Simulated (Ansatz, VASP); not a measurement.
## One calculation of SiO2, two programs

Contents of INCAR:

```
SYSTEM = SiO2
ALGO = Normal ; EDIFF = 1E-6
EDIFFG = -0.008 ; ENCUT = 520
IBRION = 2 ; ISIF = 2
ISMEAR = 0 ; LASPH = .True.
LCHARG = .False. ; LREAL = .False.
LWAVE = .False. ; NELM = 60
NSW = 60 ; PREC = Accurate
SIGMA = 0.02
```

KPOINTS

```
k-points
0
Gamma
  6 6 4
  0 0 0
```

POSCAR

```
SiO2
1.0
    5.0386983975      0.0000000000      0.0000000000
   -2.5193491987      4.3636408142      0.0000000000
    0.0000000000      0.0000000000      5.4696064272
Si O
3 6
Direct
    0.0000000000      0.5000000000      0.3333333333
    0.5000000000      0.5000000000      0.6666666667
    0.5000000000      0.0000000000      0.0000000000
    0.5843949018      0.7921974509      0.8333333333
    0.7921974509      0.5843949018      0.5000000000
    0.7921974509      0.2078025491      0.1666666667
    0.4156050982      0.2078025491      0.8333333333
    0.2078025491      0.4156050982      0.5000000000
    0.2078025491      0.7921974509      0.1666666667
```

Input for Ansatz:

```yaml
crystal:
  lattice:
    - [5.0386983975, 0.0, 0.0]
    - [-2.5193491987, 4.3636408142, 0.0]
    - [0.0, 0.0, 5.4696064272]
  atoms:
    - { symbol: Si, position: [0.0, 0.5, 0.3333333333] }
    - { symbol: Si, position: [0.5, 0.5, 0.6666666667] }
    - { symbol: Si, position: [0.5, 0.0, 0.0] }
    - { symbol: O, position: [0.5843949018, 0.7921974509, 0.8333333333] }
    - { symbol: O, position: [0.7921974509, 0.5843949018, 0.5] }
    - { symbol: O, position: [0.7921974509, 0.2078025491, 0.1666666667] }
    - { symbol: O, position: [0.4156050982, 0.2078025491, 0.8333333333] }
    - { symbol: O, position: [0.2078025491, 0.4156050982, 0.5] }
    - { symbol: O, position: [0.2078025491, 0.7921974509, 0.1666666667] }
basis:
  ecutwfc: 420
kpoints:
  mp_grid: { grid: [6, 6, 4] }
hamiltonian:
  xc: lda
scf:
  occupations: { method: gaussian, width: 0.02 }
output:
  forces: true
  stress: true
  eigenvalues: true
relax:
  adjacent_minimum: "off"
  f_tol: 0.008
  max_steps: 40
```

Change from the starting cell: strain along c alone, the other axes held, atoms relaxed: -1.0 %.

Alike in both runs: task relaxation of the atoms; functional LDA; k mesh 6 × 6 × 4; occupations gaussian, width 0.02 eV; no spin polarisation.

```csv
,VASP,Ansatz
version,VASP 6.6.1,Ansatz 0.2.0
potentials or method,"VASP PAW LDA potentials, release 64 (Si, O), cutoff 520 eV","scalar-relativistic, plane waves, PAW"
valence electrons in the cell,48,48
```

|  | VASP | Ansatz | Ansatz less VASP |
| --- | --- | --- | --- |
| gap on the k mesh at the Fermi level, each at its own relaxed structure (eV) | 5.53 | 5.53 | +0.006 |

LDA's correlation is that of Perdew and Zunger in VASP and of Perdew and Wang (1992) in Ansatz. Ansatz's warnings: stress scf threshold loose.
